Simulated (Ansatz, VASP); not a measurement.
# CdS: VASP beside Ansatz

File INCAR:

```
ALGO = Normal ; EDIFF = 1E-6
ENCUT = 520 ; GGA = PE
ISIF = 2 ; ISMEAR = -1
LASPH = T ; LCHARG = T
LELF = T ; LREAL = F
LVHAR = T ; LWAVE = F
NBANDS = 26 ; NELM = 60
PREC = Accurate ; SIGMA = 0.01
```

The input KPOINTS:

```
k-points
0
Gamma
  7 7 4
```

Contents of POSCAR:

```
CdS
1.0
    4.1347992034      0.0000000000      0.0000000000
   -2.0673996017      3.5808411497      0.0000000000
    0.0000000000      0.0000000000      6.8839800000
Cd S
2 2
Direct
    0.3333333333      0.6666666667      0.0000000000
    0.6666666667      0.3333333333      0.5000000000
    0.3333333333      0.6666666667      0.3850000000
    0.6666666667      0.3333333333      0.8850000000
```

Input for Ansatz:

```yaml
crystal:
  lattice:
    - [4.1347992034, 0.0, 0.0]
    - [-2.0673996017, 3.5808411497, 0.0]
    - [0.0, 0.0, 6.88398]
  atoms:
    - { symbol: Cd, position: [0.3333333333, 0.6666666667, 0.0] }
    - { symbol: Cd, position: [0.6666666667, 0.3333333333, 0.5] }
    - { symbol: S, position: [0.3333333333, 0.6666666667, 0.385] }
    - { symbol: S, position: [0.6666666667, 0.3333333333, 0.885] }
kpoints:
  mp_grid: { grid: [7, 7, 4] }
  band_path:
    path:
      - [0.0, 0.0, 0.0]
      - [0.5, 0.0, 0.0]
      - [0.3333333333, 0.3333333333, 0.0]
      - [0.0, 0.0, 0.0]
      - [0.0, 0.0, 0.5]
      - [0.5, 0.0, 0.5]
      - [0.3333333333, 0.3333333333, 0.5]
      - [0.0, 0.0, 0.5]
      - [0.5, 0.0, 0.5]
    npoints: 5
scf:
  occupations: { method: fermi_dirac, width: 0.01 }
hamiltonian:
  xc: pbe
  pseudopotentials: { kind: all_electron, lapw: { basis_error: 0.001 } }
output:
  forces: true
  stress: true
  eigenvalues: true
```

Change from the starting cell: zz strain of +2 %.

Alike in both runs: task single point; functional PBE; k mesh 7 × 7 × 4; occupations fermi-dirac, width 0.01 eV; no spin polarisation.

```csv
,VASP,Ansatz
version,VASP 6.6.1,Ansatz 0.2.0
potentials or method,"VASP PAW PBE potentials, release 64 (Cd, S), cutoff 520 eV","all-electron LAPW, scalar-relativistic"
```

|  | VASP | Ansatz | Ansatz less VASP |
| --- | --- | --- | --- |
| gap on the k mesh at the Fermi level (eV) | 1.17 | 1.16 | -0.002 |
| pressure (GPa) | 1.8 | 1.5 | -0.29 |
| traceless stress, the component that is largest in VASP (GPa) | -2.52 | -2.44 | +0.071 |
| rms of the force components (eV/Å) | 0.204 | 0.198 | -0.0065 |

Atom by atom the forces differ by 0.007 eV/Å (rms over components). Ansatz ran all-electron here, and VASP with PAW potentials.
